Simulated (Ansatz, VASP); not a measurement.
## Two plane-wave programs on Si3B

INCAR

```
PREC     = Accurate       # precision mode
ENCUT    = 600            # plane-wave cutoff, eV
EDIFF    = 1E-6           # SCF threshold, eV
ISMEAR   = 0              # smearing method
SIGMA    = 0.1            # smearing width, eV
LREAL    = False          # projectors in reciprocal space
LASPH    = True           # aspherical terms in the spheres
NELM     = 60             # most SCF steps
ALGO     = Normal         # electronic algorithm
ISIF     = 3              # what is computed and relaxed
LWAVE    = False          # write WAVECAR
LCHARG   = False          # write CHGCAR
GGA      = PE             # functional
IBRION   = 2              # ionic algorithm
NSW      = 90             # ionic steps
EDIFFG   = -0.04          # ionic threshold
```

KPOINTS

```
regular mesh
0
Gamma
  6 6 6
```

POSCAR

```
Si3B
1.0
   -1.7913567347      1.7913567347      4.0014721866
    1.7913567347     -1.7913567347      4.0014721866
    1.7913567347      1.7913567347     -4.0014721866
Si B
3 1
Direct
    0.5000000000      0.5000000000      0.0000000000
    0.2500000000      0.7500000000      0.5000000000
    0.7500000000      0.2500000000      0.5000000000
    0.0000000000      0.0000000000      0.0000000000
```

Input for Ansatz:

```yaml
crystal:
  lattice:
    - [-1.7913567347, 1.7913567347, 4.0014721866]
    - [1.7913567347, -1.7913567347, 4.0014721866]
    - [1.7913567347, 1.7913567347, -4.0014721866]
  atoms:
    - { symbol: Si, position: [0.5, 0.5, 0.0] }
    - { symbol: Si, position: [0.25, 0.75, 0.5] }
    - { symbol: Si, position: [0.75, 0.25, 0.5] }
    - { symbol: B, position: [0.0, 0.0, 0.0] }
basis:
  ecutwfc: 420
kpoints:
  mp_grid: { grid: [6, 6, 6] }
hamiltonian:
  xc: pbe
scf:
  occupations: { method: gaussian, width: 0.1 }
  lower_state_search: "off"
output:
  forces: true
  stress: true
  eigenvalues: true
relax:
  adjacent_minimum: "off"
  f_tol: 0.04
  max_steps: 70
  cell: { stress_tol: 0.4 }
```

Alike in both runs: task relaxation of cell and atoms; functional PBE; k mesh 6 × 6 × 6; occupations gaussian, width 0.1 eV; no spin polarisation.

|  | VASP | Ansatz |
| --- | --- | --- |
| version | VASP 6.6.1 | Ansatz 0.2.0 |
| potentials or method | VASP PAW PBE potentials, release 64 (Si, B), cutoff 600 eV | scalar-relativistic, plane waves, PAW |
| valence electrons in the cell | 15 | 15 |

Ansatz gave:

```
gap on the k mesh at the Fermi level, each at its own relaxed structure (eV) : none
relaxed volume (Å³/atom)                                                     : 12.41
relaxed cell length with the largest relative difference (Å)                 : 4.905
```

Estimate VASP's values.

gap on the k mesh at the Fermi level, each at its own relaxed structure (eV): none; relaxed volume (Å³/atom): 12.41; relaxed cell length with the largest relative difference (Å): 4.903.

A gap of «none» marks a metal or a gap that the smearing closes.

The k mesh is coarse, so the values compare programs but aren't converged.
